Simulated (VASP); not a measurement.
# Re (Fm-3m) in VASP: a series of runs

Runs on Re. Level: BLYP. Tasks: single point.

Everything below comes from runs of VASP 6.6.1. Logs are shortened: lines on timing, memory, paths and dates and some standing lists are left out, and cuts for length are marked.

## 1. The cell of the first run

Symmetry: Fm-3m, No. 225, cubic system. The conventional cell has a = 3.800 Å, b = 3.800 Å, c = 3.800 Å, α = 90.00°, β = 90.00°, γ = 90.00°. Re (site symmetry m-3m) has 12 Re at 2.69 Å within 3.5 Å.

This isn't the form of Re at room conditions, which is hcp.

## 2. Single point, BLYP (13.72 Å³/atom)

File INCAR:

```
SYSTEM = Re
AGGAC    = 1.0          
AGGAX    = 1.0          
ALDAC    = 0.0          
ALDAX    = 1.0          
ALGO     = Normal         ! electronic algorithm
EDIFF    = 1E-6           ! SCF threshold, eV
ENCUT    = 520            ! plane-wave cutoff, eV
GGA      = B5             ! functional
ISIF     = 2              ! what is computed and relaxed
ISMEAR   = -1             ! smearing method
LASPH    = .True.         ! aspherical terms in the spheres
LCHARG   = .True.         ! write CHGCAR
LELF     = .True.         ! ELF
LREAL    = .False.        ! projectors in reciprocal space
LVHAR    = .True.       
LWAVE    = .False.        ! write WAVECAR
NBANDS   = 10             ! bands
NELM     = 80             ! most SCF steps
PREC     = Accurate       ! precision mode
SIGMA    = 0.1            ! smearing width, eV
```

File KPOINTS:

```
k-points
0
Gamma
  15 15 15
  0 0 0
```

File POSCAR:

```
Re
1.0
    0.0000000000      1.8999636340      1.8999636340
    1.8999636340      0.0000000000      1.8999636340
    1.8999636340      1.8999636340      0.0000000000
Re
1
Direct
    0.0000000000      0.0000000000      0.0000000000
```

Potentials or basis: VASP PAW PBE potentials, release 64 (Re).

On the command line:

```console
$ cat potpaw_PBE.64/Re/POTCAR > POTCAR
$ mpirun -np 1 vasp_std > vasp.out
```

OUTCAR:

```text
SYSTEM = Re
   EDIFF = 1E-6
   ENCUT = 520
   GGA = B5
   ISIF = 2
   ISMEAR = -1
   LASPH = .True.
   LREAL = .False.
   NELM = 80
   PREC = Accurate

 ion  position               nearest neighbor table
   1  0.000  0.000  0.000-

  LATTYP: Found a face centered cubic cell.
 ALAT       =     3.7999272680

  Lattice vectors:

 A1 = (   0.0000000000,   1.8999636340,   1.8999636340)
 A2 = (   1.8999636340,   0.0000000000,   1.8999636340)
 A3 = (   1.8999636340,   1.8999636340,   0.0000000000)

Analysis of symmetry for initial positions (statically):
=====================================================================
 Subroutine PRICEL returns:
 Original cell was already a primitive cell.

 Routine SETGRP: Setting up the symmetry group for a
 face centered cubic supercell.

 Subroutine GETGRP returns: Found 48 space group operations
 (whereof 48 operations were pure point group operations)
 out of a pool of 48 trial point group operations.

The static configuration has the point symmetry O_h .

Analysis of symmetry for dynamics (positions and initial velocities):
=====================================================================
 Subroutine PRICEL returns:
 Original cell was already a primitive cell.

 Routine SETGRP: Setting up the symmetry group for a
 face centered cubic supercell.

 Subroutine GETGRP returns: Found 48 space group operations
 (whereof 48 operations were pure point group operations)
 out of a pool of 48 trial point group operations.

The dynamic configuration has the point symmetry O_h .

 Subroutine INISYM returns: Found 48 space group operations
 (whereof 48 operations are pure point group operations),
 and found     1 'primitive' translations

----------------------------------------------------------------------------------------

                                     Primitive cell

  volume of cell :      13.7172

  direct lattice vectors                    reciprocal lattice vectors
     0.000000000  1.899963634  1.899963634    -0.263162932  0.263162932  0.263162932
     1.899963634  0.000000000  1.899963634     0.263162932 -0.263162932  0.263162932
     1.899963634  1.899963634  0.000000000     0.263162932  0.263162932 -0.263162932

  length of vectors
     2.686954339  2.686954339  2.686954339     0.455811568  0.455811568  0.455811568

  position of ions in fractional coordinates (direct lattice)
[... 79 lines left out ...]
   EDIFFG = 0.1E-04   stopping-criterion for IOM
   NSW    =      0    number of steps for IOM
   IBRION =     -1    ionic relax: 0-MD 1-quasi-New 2-CG
   NFREE  =      0    steps in history (QN), initial steepest desc. (CG)
   ISIF   =      2    stress and relaxation
   ISYM   =      2    0-nonsym 1-usesym 2-fastsym
   POTIM  = 0.5000    time-step for ionic-motion
   TEBEG  =    0.0;   TEEND  =   0.0 temperature during run
   PSTRESS=    0.0 pullay stress
   NELECT =       7.0000    total number of electrons
   NUPDOWN=      -1.0000    fix difference up-down
   EMIN   =  10.00;   EMAX   =-10.00  energy-range for DOS
   EFERMI =   0.00;   METHOD = LEGACY
   ISMEAR =    -1;   SIGMA  =   0.10  broadening in eV -4-tet -1-fermi 0-gaus
   EFERMI_NEDOS =   21; number of points for ismear=-14 and -15
   IALGO  =     38    algorithm
   IMIX   =      4    mixing-type and parameters
     AMIX     =   0.40;   BMIX     =  1.00
     AMIX_MAG =   1.60;   BMIX_MAG =  1.00
  volume/ion in A,a.u.               =      13.72        92.57
  Fermi-wavevector in a.u.,A,eV,Ry     =   1.308234  2.472205 23.286061  1.711477
  Thomas-Fermi vector in A             =   2.438915
   LORBIT       =      0    0 simple, 1 ext, 2 COOP (PROOUT), +10 PAW based schemes
   GGA     = B5    functional components
   LHFCALC =     F    Hartree Fock is set to
   AEXX    =    0.0000 exact exchange contribution
   IVDW    =     0    specifies the selected vdW correction
   LEPSILON=     F    determine dielectric tensor
   LRPA    =     F    only Hartree local field effects (RPA)
 non-spin polarized calculation
  energy-cutoff  :      520.00
  volume of cell :       13.72
 maximum number of plane-waves:       378
   NGX =  9   NGY =  9   NGZ =  9

 number of electron       7.0000000 magnetization

 Free energy of the ion-electron system (eV)
  ---------------------------------------------------
  ext. energy  EPLUGINS =         0.00000000
  ---------------------------------------------------
  free energy    TOTEN  =       -10.40186714 eV

  energy without entropy =      -10.37542011  energy(sigma->0) =      -10.38864363

 E-fermi :   9.6638     XC(G=0): -13.4123

 val. band max:        9.6616374805   @ k =  -0.2000   0.2000   0.0000
 cond. band min:       9.7047883771   @ k =  -0.4667   0.2667   0.0667
 fundamental gap:      0.0431508967
 Fermi energy:         9.6637746263

 k-point     1 :       0.0000    0.0000    0.0000
  band No.  band energies     occupation
      1      -0.7485      2.00000
      2       7.5003      2.00000
      3       7.5003      2.00000
      4       7.5003      2.00000
      5      11.0302      0.00000
      6      11.0302      0.00000
      7      23.8722      0.00000
      8      29.9325      0.00000
      9      29.9325      0.00000
     10      29.9325      0.00000
[... 287 lines left out ...]
 k-point    24 :       0.2000    0.1333    0.0000
  band No.  band energies     occupation
      1       1.1053      2.00000
      2       6.0824      2.00000
      3       8.4466      1.99999
      4       8.6096      1.99995
      5       9.5344      1.56964
      6      11.6334      0.00000
      7      27.2118      0.00000
      8      27.7274      0.00000
      9      31.1677      0.00000
     10      31.7184      0.00000

 [... further k-points ...]

------------------------ aborting loop because EDIFF is reached ----------------------------------------

  FORCE on cell =-STRESS in cart. coord.  units (eV):
  Direction    XX          YY          ZZ          XY          YZ          ZX
  --------------------------------------------------------------------------------------
  -------------------------------------------------------------------------------------
  Total        5.0203732      5.0203732      5.0203732      0.0000000      0.0000000      0.0000000
  in kB      586.3821302    586.3821302    586.3821302      0.0000000      0.0000000      0.0000000
  external PRESSURE =     586.3821302 kB  Pullay stress =       0.0000000 kB

 VOLUME and BASIS-vectors are now :
 -----------------------------------------------------------------------------
  energy-cutoff  :      520.00
  volume of cell :       13.72
      direct lattice vectors                 reciprocal lattice vectors
     0.000000000  1.899963634  1.899963634    -0.263162932  0.263162932  0.263162932
     1.899963634  0.000000000  1.899963634     0.263162932 -0.263162932  0.263162932
     1.899963634  1.899963634  0.000000000     0.263162932  0.263162932 -0.263162932

 POSITION                                       TOTAL-FORCE (eV/Angst)
 -----------------------------------------------------------------------------------
      0.00000      0.00000      0.00000         0.000000      0.000000     -0.000000
 -----------------------------------------------------------------------------------
    total drift:                                0.000000     -0.000000     -0.000000

  FREE ENERGIE OF THE ION-ELECTRON SYSTEM (eV)
  ---------------------------------------------------
  free  energy   TOTEN  =       -10.4018671449 eV

  energy  without entropy=      -10.3754201109  energy(sigma->0) =      -10.38864363
```

stdout:

```text
POSCAR found type information on POSCAR Re
 POSCAR found :  1 types and       1 ions
 scaLAPACK will be used
 -----------------------------------------------------------------------------
|                                                                             |
|                                                                             |
|     You enforced a specific xc type in the INCAR file but a different       |
|     I HOPE YOU KNOW WHAT YOU ARE DOING!                                     |
|                                                                             |
 -----------------------------------------------------------------------------

 LDA part: xc-table for (Slater(with rela. corr.)+VWN5), standard interpolation
 POSCAR, INCAR and KPOINTS ok, starting setup
 FFT: planning ... GRIDC
 FFT: planning ... GRID_SOFT
 FFT: planning ... GRID
 WAVECAR not read
 entering main loop
```

It took 31 s on 1 thread of Intel Xeon 8259CL, shared host; peak memory 0.14 GiB.

What came out:

- Free energy: -10.4019 eV
- Pressure: 58.6 GPa
- Band gap on the k mesh: zero (an odd number of electrons rules out a gap without spin polarisation)

Caveat: the cell stands under pressure; the PAW data sets were made with another functional, which shifts forces and pressure a little; spin-orbit coupling is left out, which moves the levels of the heavy elements.

## 3. Single point, BLYP (14.34 Å³/atom)

This run uses another cell than the first one, of 14.34 Å³/atom.

File INCAR:

```
SYSTEM = Re
AGGAC = 1.0 ; AGGAX = 1.0
ALDAC = 0.0 ; ALDAX = 1.0
ALGO = Normal ; EDIFF = 1E-7
ENCUT = 520 ; GGA = B5
ISIF = 2 ; ISMEAR = -1
LASPH = .True. ; LCHARG = .False.
LREAL = .False. ; LWAVE = .False.
NBANDS = 10 ; NELM = 100
PREC = Accurate ; SIGMA = 0.1
```

KPOINTS is that of step 2.

File POSCAR:

```
Re
1.0
    0.0000000000      1.9283254816      1.9283254816
    1.9283254816      0.0000000000      1.9283254816
    1.9283254816      1.9283254816      0.0000000000
Re
1
Direct
    0.0000000000      0.0000000000      0.0000000000
```

Potentials or basis: VASP PAW PBE potentials, release 64 (Re).

On the command line:

```console
$ cat potpaw_PBE.64/Re/POTCAR > POTCAR
$ mpirun -np 1 vasp_std > vasp.out
```

Wall time 31 s (1 thread of Intel Xeon 8259CL, shared host); peak memory 0.14 GiB.

The run converged. Its results:

```yaml
Free_energy: -10.5835 eV
Pressure: 35.4 GPa
Band_gap_on_the_k_mesh: zero (an odd number of electrons rules out a gap without spin polarisation)
```

Levels at points of the mesh, in eV from the Fermi level:
```
           k point  band 1  band 2  band 3  band 4  band 5  band 6  band 7  band 8
(0.00, 0.00, 0.00)  -10.10   -2.02   -2.02   -2.02    1.28    1.28   14.19   19.98
```

Caveat: the cell stands under pressure; the PAW data sets were made with another functional, which shifts forces and pressure a little; spin-orbit coupling is left out, which moves the levels of the heavy elements.

## 4. Single point, BLYP (14.96 Å³/atom)

This run uses another cell than the first one, of 14.96 Å³/atom.

File INCAR:

```
AGGAC = 1.0 ; AGGAX = 1.0
ALDAC = 0.0 ; ALDAX = 1.0
ALGO = Normal ; EDIFF = 1E-6
ENCUT = 520 ; GGA = B5
ISIF = 2 ; ISMEAR = -1
LASPH = True ; LCHARG = False
LREAL = False ; LWAVE = False
NBANDS = 10 ; NELM = 100
PREC = Accurate ; SIGMA = 0.1
```

File KPOINTS:

```
k-points
0
Gamma
  15 15 15
```

File POSCAR:

```
Re
1.0
    0.0000000000      1.9558767108      1.9558767108
    1.9558767108      0.0000000000      1.9558767108
    1.9558767108      1.9558767108      0.0000000000
Re
1
Direct
    0.0000000000      0.0000000000      0.0000000000
```

Potentials or basis: VASP PAW PBE potentials, release 64 (Re).

On the command line:

```console
$ cat potpaw_PBE.64/Re/POTCAR > POTCAR
$ mpirun -np 1 vasp_std > vasp.out
```

OUTCAR:

```text
EDIFF = 1E-6
   ENCUT = 520
   GGA = B5
   ISIF = 2
   ISMEAR = -1
   LASPH = True
   LREAL = False
   NELM = 100
   PREC = Accurate

 ion  position               nearest neighbor table
   1  0.000  0.000  0.000-

  LATTYP: Found a face centered cubic cell.
 ALAT       =     3.9117534216

  Lattice vectors:

 A1 = (   0.0000000000,   1.9558767108,   1.9558767108)
 A2 = (   1.9558767108,   0.0000000000,   1.9558767108)
 A3 = (   1.9558767108,   1.9558767108,   0.0000000000)

[... 488 lines left out ...]
      9      29.0971      0.00000
     10      29.6168      0.00000

 [... further k-points ...]

------------------------ aborting loop because EDIFF is reached ----------------------------------------

  FORCE on cell =-STRESS in cart. coord.  units (eV):
  Direction    XX          YY          ZZ          XY          YZ          ZX
  --------------------------------------------------------------------------------------
  -------------------------------------------------------------------------------------
  Total        1.5592852      1.5592852      1.5592852      0.0000000      0.0000000      0.0000000
  in kB      166.9481856    166.9481856    166.9481856      0.0000000      0.0000000      0.0000000
  external PRESSURE =     166.9481856 kB  Pullay stress =       0.0000000 kB

 VOLUME and BASIS-vectors are now :
 -----------------------------------------------------------------------------
  energy-cutoff  :      520.00
  volume of cell :       14.96
      direct lattice vectors                 reciprocal lattice vectors
     0.000000000  1.955876711  1.955876711    -0.255639835  0.255639835  0.255639835
     1.955876711  0.000000000  1.955876711     0.255639835 -0.255639835  0.255639835
     1.955876711  1.955876711  0.000000000     0.255639835  0.255639835 -0.255639835

 POSITION                                       TOTAL-FORCE (eV/Angst)
 -----------------------------------------------------------------------------------
      0.00000      0.00000      0.00000        -0.000000     -0.000000      0.000000
 -----------------------------------------------------------------------------------
    total drift:                               -0.000000      0.000000     -0.000000

  FREE ENERGIE OF THE ION-ELECTRON SYSTEM (eV)
  ---------------------------------------------------
  free  energy   TOTEN  =       -10.6837809148 eV

  energy  without entropy=      -10.6547030324  energy(sigma->0) =      -10.66924197
```

stdout:

```text
POSCAR found type information on POSCAR Re
 POSCAR found :  1 types and       1 ions
 scaLAPACK will be used
 -----------------------------------------------------------------------------
|                                                                             |
|                                                                             |
|     You enforced a specific xc type in the INCAR file but a different       |
|     I HOPE YOU KNOW WHAT YOU ARE DOING!                                     |
|                                                                             |
 -----------------------------------------------------------------------------

 LDA part: xc-table for (Slater(with rela. corr.)+VWN5), standard interpolation
 POSCAR, INCAR and KPOINTS ok, starting setup
 FFT: planning ... GRIDC
 FFT: planning ... GRID_SOFT
 FFT: planning ... GRID
 WAVECAR not read
 entering main loop
```

Wall time 34 s (1 thread of Intel Xeon 8259CL, shared host); peak memory 0.16 GiB.

What came out:

```yaml
Free_energy: -10.6838 eV
Pressure: 16.7 GPa
Band_gap_on_the_k_mesh: zero (an odd number of electrons rules out a gap without spin polarisation)
```

Levels at points of the mesh, in eV from the Fermi level:
```tsv
k point	band 2	band 3	band 4	band 5	band 6	band 7
(0.00, 0.00, 0.00)	-1.90	-1.90	-1.90	1.20	1.20	14.16
```

Caveat: the cell stands under pressure; the PAW data sets were made with another functional, which shifts forces and pressure a little; spin-orbit coupling is left out, which moves the levels of the heavy elements.

## 5. Single point, BLYP (15.59 Å³/atom)

This run uses another cell than the first one, of 15.59 Å³/atom.

File INCAR:

```
AGGAC    = 1.0          
AGGAX    = 1.0          
ALDAC    = 0.0          
ALDAX    = 1.0          
ALGO     = Normal         # electronic algorithm
EDIFF    = 1E-7           # SCF threshold, eV
ENCUT    = 520            # plane-wave cutoff, eV
GGA      = B5             # functional
ISIF     = 2              # what is computed and relaxed
ISMEAR   = -1             # smearing method
LASPH    = True           # aspherical terms in the spheres
LCHARG   = False          # write CHGCAR
LREAL    = False          # projectors in reciprocal space
LWAVE    = False          # write WAVECAR
NBANDS   = 10             # bands
NELM     = 60             # most SCF steps
PREC     = Accurate       # precision mode
SIGMA    = 0.1            # smearing width, eV
```

KPOINTS is that of step 4.

File POSCAR:

```
Re
1.0
    0.0000000000      1.9826728723      1.9826728723
    1.9826728723      0.0000000000      1.9826728723
    1.9826728723      1.9826728723      0.0000000000
Re
1
Direct
    0.0000000000      0.0000000000      0.0000000000
```

On the command line:

```console
$ cat potpaw_PBE.64/Re/POTCAR > POTCAR
$ mpirun -np 1 vasp_std > vasp.out
```

It took 34 s on 1 thread of Intel Xeon 8259CL, shared host; peak memory 0.15 GiB.

The run converged. Its results:

```yaml
Free_energy: -10.7190 eV
Pressure: 1.8 GPa
Band_gap_on_the_k_mesh: zero (an odd number of electrons rules out a gap without spin polarisation)
```

Levels at points of the mesh, in eV from the Fermi level:
```
           k point  band 1  band 2  band 3  band 4  band 5  band 6  band 7  band 8
(0.00, 0.00, 0.00)   -9.51   -1.79   -1.79   -1.79    1.12    1.12   14.12   19.43
```

Caveat: the PAW data sets were made with another functional, which shifts forces and pressure a little; spin-orbit coupling is left out, which moves the levels of the heavy elements.

## 6. Summary

```tsv
cell	gap on the mesh (eV)	pressure (GPa)
a = 2.687 Å, angles 60.0°, 1 atom	none	58.6
a = 2.727 Å, angles 60.0°, 1 atom	none	35.4
a = 2.766 Å, angles 60.0°, 1 atom	none	16.7
a = 2.804 Å, angles 60.0°, 1 atom	none	1.8
```

Alike in all rows: task single point; level BLYP; potentials or basis VASP PAW PBE potentials, release 64 (Re); no spin polarisation; k mesh 15 × 15 × 15; cutoff (eV) 520; smearing fermi-dirac 0.1 eV.

Caveats: the PAW data sets were made with another functional, which shifts forces and pressure a little; spin-orbit coupling is left out, which moves the levels of the heavy elements; the cell stands under pressure (at least some runs).

Absolute energies hang on the potentials; compare differences alone.
